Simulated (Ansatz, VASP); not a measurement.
One calculation of TaAs, two programs

```
CELL_PARAMETERS angstrom
-1.72134 1.72134 5.85583
1.72134 -1.72134 5.85583
1.72134 1.72134 -5.85583
ATOMIC_POSITIONS crystal
Ta 0.50002 0.00002 0.50000
Ta 0.75002 0.75002 0.00000
As 0.08258 0.58258 0.50000
As 0.33258 0.33258 0.00000
```

Alike in both runs: functional r2SCAN; k mesh 18 × 18 × 18; occupations fermi-dirac, width 0.15 eV; no spin polarisation.

Ansatz relaxed the structure, and its values are those at the end. VASP's run is a single point on that final structure, the one shown.

|  | VASP | Ansatz |
| --- | --- | --- |
| version | VASP 6.6.1 | Ansatz 0.2.0 |
| potentials or method | VASP PAW PBE potentials, release 64 (Ta_pv, As), cutoff 520 eV | scalar-relativistic, plane waves, PAW |
| valence electrons in the cell | 32 | 56 |

VASP gave:

| Item | Value |
| --- | --- |
| gap on the k mesh at the Fermi level (eV) | none |
| pressure (GPa) | 0.5 |

Problem. Which values does Ansatz return?

Solution. gap on the k mesh at the Fermi level (eV): none; pressure (GPa): 0.0.

VASP's potentials were made for PBE, not for r2SCAN. A gap of «none» marks a metal or a gap that the smearing closes. VASP's potentials hold 32 valence electrons a cell and Ansatz's 56, so a difference there can come from the potentials and not from the codes.

Spin-orbit coupling is off throughout.
